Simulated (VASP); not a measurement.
# Cs2Ge3: single point with PBE

Crystal: Cs2Ge3.

```
Cs Ge
1.0
    -2.37960    3.97678    5.09503
     2.37960   -3.97678    5.09503
     2.37960    3.97678   -5.09503
Cs Ge
2 3
Cartesian
  2.3796 0.0000 2.2834
  0.0000 3.9768 2.8116
  0.0000 6.3276 0.0000
  0.0000 0.0000 5.0950
  0.0000 1.6260 0.0000
```

- Program: VASP 6.6.1
- Task: single point
- Functional: PBE
- Potentials or basis: VASP PAW PBE potentials, release 64 (Cs_sv, Ge_d)
- Cutoff: 520 eV
- k mesh: 4 × 4 × 4
- Occupations: gaussian, width 0.1 eV
- Spin: no spin polarisation

```yaml
Pressure: -1.1 GPa
Largest_force: 0.290 eV/Å
Band_gap_on_the_k_mesh: zero (band 30 reaches 2.42 eV, above the bottom of band 31 at 2.02 eV)
```

Forces in eV/Å, atoms in the order of the input:
```
Cs   0.000  0.000 -0.081
Cs   0.000  0.000  0.081
Ge   0.000 -0.290  0.000
Ge   0.000  0.000  0.000
Ge   0.000  0.290  0.000
```

Stress tensor (GPa, compression positive):
```
-1.51  0.00  0.00
 0.00 -6.48  0.00
 0.00  0.00  4.57
```

Levels at points of the mesh, in eV from the Fermi level:
```
           k point  band 26  band 27  band 28  band 29  band 30  band 31  band 32  band 33  band 34  band 35
(0.00, 0.00, 0.00)    -6.32    -0.95    -0.38    -0.28    -0.06     0.25     0.62     0.64     1.90     2.37
(0.50, 0.00, 0.00)    -5.92    -1.54    -0.67    -0.53    -0.50     0.21     1.01     1.70     1.94     2.66
(0.00, 0.50, 0.00)    -6.80    -2.01    -1.62    -0.58    -0.02     0.11     0.14     2.13     2.45     3.39
(0.50, 0.50, 0.00)    -6.91    -1.89    -0.75    -0.69    -0.29    -0.10     0.23     0.45     2.22     3.73
(0.50, 0.50, 0.50)    -6.58    -1.80    -0.70    -0.40     0.02     0.38     1.02     1.22     1.52     2.61
```

It took 3.3 min on 1 thread of AMD EPYC 7R43 64-Core Processor (Zen 3), with other jobs on the host, peak memory 0.39 GiB.

Caveat: the k points lie up to 0.38 Å⁻¹ apart; spin-orbit coupling is left out, which moves the levels of the heavy elements.
